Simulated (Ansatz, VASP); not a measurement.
One calculation of ZrO2, two programs

Contents of INCAR:

```
  PREC = Accurate
  ENCUT = 600
  EDIFF = 1E-6
  ISMEAR = 0
  SIGMA = 0.05
  LREAL = False
  LASPH = True
  NELM = 120
  ALGO = Normal
  ISIF = 2
  LWAVE = False
  LCHARG = True
  GGA = PS
  LELF = True
  LVHAR = True
  NBANDS = 19
  GGA_COMPAT = False
```

The input KPOINTS:

```
Automatic mesh
0
Gamma
  8 8 8
```

File POSCAR:

```
ZrO2
1.0
    0.0000000000      2.4978109687      2.4978109687
    2.4978109687      0.0000000000      2.4978109687
    2.4978109687      2.4978109687      0.0000000000
Zr O
1 2
Direct
    0.0000000000      0.0000000000      0.0000000000
    0.2500000000      0.2500000000      0.2500000000
    0.7500000000      0.7500000000      0.7500000000
```

Input for Ansatz:

```yaml
crystal:
  lattice:
    - [0.0, 2.4978109687, 2.4978109687]
    - [2.4978109687, 0.0, 2.4978109687]
    - [2.4978109687, 2.4978109687, 0.0]
  atoms:
    - { symbol: Zr, position: [0.0, 0.0, 0.0] }
    - { symbol: O, position: [0.25, 0.25, 0.25] }
    - { symbol: O, position: [0.75, 0.75, 0.75] }
basis:
  ecutwfc: 420
  ecutrho_ratio: 4
kpoints:
  mp_grid: { grid: [8, 8, 8] }
hamiltonian:
  xc: pbesol
scf:
  occupations: { method: gaussian, width: 0.05 }
output:
  forces: true
  stress: true
  eigenvalues: true
```

Alike in both runs: task single point; functional PBEsol; k mesh 8 × 8 × 8; occupations gaussian, width 0.05 eV; no spin polarisation.

|  | VASP | Ansatz |
| --- | --- | --- |
| version | VASP 6.6.1 | Ansatz 0.2.0 |
| potentials or method | VASP PAW PBE potentials, release 64 (Zr_sv, O), cutoff 600 eV | scalar-relativistic, plane waves, PAW |
| valence electrons in the cell | 24 | 24 |

```csv
,VASP,Ansatz,Ansatz less VASP
gap on the k mesh at the Fermi level (eV),3.43,3.43,+0.006
least direct gap on the mesh (eV),3.90,3.91,+0.004
pressure (GPa),11.6,11.3,-0.31
```

VASP's potentials were made for PBE, not for PBEsol.
